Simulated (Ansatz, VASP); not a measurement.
In4Ru in VASP and in Ansatz

```
In Ru
1.0
     5.36356    0.00000    0.00000
     0.00000    5.36356    0.00000
     0.00000    0.00000    5.36356
In Ru
4 1
Direct
  0.50000 0.50000 0.50000
  0.00000 0.50000 0.50000
  0.50000 0.00000 0.50000
  0.50000 0.50000 0.00000
  0.00000 0.00000 0.00000
```

Change from the starting cell: species swapped into the Mn4N type (Pm-3m, No. 221).

Alike in both runs: functional PBE; k mesh 4 × 4 × 4; occupations gaussian, width 0.2 eV; no spin polarisation.

Ansatz relaxed the structure, and its values are those at the end. VASP's run is a single point on that final structure, the one shown.

|  | VASP | Ansatz |
| --- | --- | --- |
| version | VASP 6.6.1 | Ansatz 0.2.0 |
| potentials or method | VASP PAW PBE potentials, release 64 (In_d, Ru_pv), cutoff 520 eV | scalar-relativistic, plane waves, PAW |
| valence electrons in the cell | 66 | 68 |

VASP gave:

| Property | Result |
| --- | --- |
| gap on the k mesh at the Fermi level (eV) | none |
| pressure (GPa) | 0.7 |

Q: What did Ansatz give for the same quantities?

A: gap on the k mesh at the Fermi level (eV): none; pressure (GPa): 0.8.

A gap of «none» marks a metal or a gap that the smearing closes. The functional is the same, so the differences come from potentials, cutoffs and numerics. VASP's potentials hold 66 valence electrons a cell and Ansatz's 68, so a difference there can come from the potentials and not from the codes.
